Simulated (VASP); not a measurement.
Set up this calculation in VASP 6.6.1, as the native input.

```
Task                   : single point
Functional             : PBE
Potentials or basis    : VASP PAW PBE potentials, release 64 (Ga_d, Te, O)
Cutoff                 : 520 eV
k mesh                 : 6 × 6 × 6
Occupations            : gaussian, width 0.1 eV
Spin                   : no spin polarisation
Dipole correction      : no
Further INCAR settings : ALGO = Normal; EDIFF = 1e-06; NBANDS = 30
```

The structure of Ga2Te2O lies in POSCAR:

```
Ga2Te2O
1.0
   -2.2801389200      2.2801389200      5.3091614400
    2.2801389200     -2.2801389200      5.3091614400
    2.2801389200      2.2801389200     -5.3091614400
Ga Te O
2 2 1
Direct
    0.2500000000      0.7500000000      0.5000000000
    0.7500000000      0.2500000000      0.5000000000
    0.6402969400      0.6402969400      0.0000000000
    0.3597030600      0.3597030600      0.0000000000
    0.0000000000      0.0000000000      0.0000000000
```

These files were run (other wordings do the same):

INCAR

```
PREC = Accurate
ENCUT = 520
EDIFF = 1E-6
ISMEAR = 0
SIGMA = 0.1
LREAL = False
LASPH = True
NELM = 100
ALGO = Normal
ISIF = 2
LWAVE = False
LCHARG = False
GGA = PE
NBANDS = 30
```

KPOINTS

```
regular mesh
0
Gamma
  6 6 6
```

Potentials or basis: VASP PAW PBE potentials, release 64 (Ga_d, Te, O).

Run with:

```console
$ cat potpaw_PBE.64/Ga_d/POTCAR potpaw_PBE.64/Te/POTCAR potpaw_PBE.64/O/POTCAR > POTCAR
$ mpirun -np 1 vasp_std > vasp.out
```

It gave:

| Quantity | Value |
| --- | --- |
| Pressure | 12.8 GPa |
| Largest force | 1.368 eV/Å |
| Band gap on the k mesh | zero (band 22 reaches 5.54 eV, above the bottom of band 23 at 5.01 eV) |

Caveat: spin-orbit coupling is left out, which moves the levels of the heavy elements; forces of over 1 eV/Å act on the atoms, so gaps and moduli don't describe the material at rest.

Run time: 2.3 min on 1 thread of Intel(R) Xeon(R) Platinum 8375C CPU @ 2.90GHz (Ice Lake), with other jobs on the host, peak memory 0.37 GiB.
